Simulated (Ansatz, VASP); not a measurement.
MgO in VASP and in Ansatz

```xyz
2
Lattice="0.0000 2.2598 2.1021 2.1021 0.0000 2.1021 2.1021 2.2598 0.0000" Properties=species:S:1:pos:R:3 pbc="T T T"
Mg    0.0000    0.0000    0.0000
O     2.1021    2.2598    2.1021
```

Change from the starting cell: strain +0.0750 x Voigt [0, 1, 0, 0, 0, 0], atoms carried along.

Alike in both runs: task single point; functional r2SCAN; k mesh 10 × 10 × 10; occupations gaussian, width 0.05 eV; no spin polarisation.

|  | VASP | Ansatz |
| --- | --- | --- |
| version | VASP 6.6.1 | Ansatz 0.2.0 |
| potentials or method | VASP PAW PBE potentials, release 64 (Mg, O), cutoff 520 eV | scalar-relativistic, plane waves, PAW |
| valence electrons in the cell | 8 | 16 |

Ansatz gave:

* gap on the k mesh at the Fermi level (eV): 4.87
* least direct gap on the mesh (eV): 4.87
* pressure (GPa): -9.0
* traceless stress, the component that is largest in VASP (GPa): -5.81

Q: What did VASP give for the same quantities?

A: gap on the k mesh at the Fermi level (eV): 4.84; least direct gap on the mesh (eV): 4.84; pressure (GPa): -10.1; traceless stress, the component that is largest in VASP (GPa): -5.70.

VASP's potentials were made for PBE, not for r2SCAN. With one functional, cell and mesh, what is left measures potentials, basis and numerics. VASP's potentials hold 8 valence electrons a cell and Ansatz's 16, so a difference there can come from the potentials and not from the codes.
